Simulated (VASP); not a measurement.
Here is a VASP 6.6.1 calculation.

File INCAR:

```
PREC = Accurate
ENCUT = 520
EDIFF = 1E-6
ISMEAR = 0
SIGMA = 0.05
LREAL = False
LASPH = True
NELM = 80
ALGO = Normal
ISIF = 2
LWAVE = False
LCHARG = False
GGA = PS
NBANDS = 16
```

KPOINTS

```
regular mesh
0
Gamma
  12 12 4
```

The input POSCAR:

```
BN
1.0
    2.6977280145      0.0000000000      0.0000000000
   -1.3488640073      2.3363009931      0.0000000000
    0.0000000000      0.0000000000      6.0488732853
B N
2 2
Direct
    0.3333333333      0.6666666667      0.2500000000
    0.6666666667      0.3333333333      0.7500000000
    0.3333333333      0.6666666667      0.7500000000
    0.6666666667      0.3333333333      0.2500000000
```

Potentials or basis: VASP PAW PBE potentials, release 64 (B, N).

Launch:

```console
$ cat potpaw_PBE.64/B/POTCAR potpaw_PBE.64/N/POTCAR > POTCAR
$ mpirun -np 1 vasp_std > vasp.out
```

Task: Estimate the pressure.

Result: -40.6 GPa.

Task: What does it give for the band gap on the k mesh?

Result: 3.66 eV, indirect (least direct gap 3.82 eV).

Stress tensor (GPa, compression positive):
```
-62.22   0.00   0.00
  0.00 -62.22   0.00
  0.00   0.00   2.63
```

Caveat: the PAW data sets were made with another functional, which shifts forces and pressure a little; this functional lacks dispersion, which binds the layers, so the pressure and a relaxed spacing across them are unreliable. A k mesh can miss the band edges.
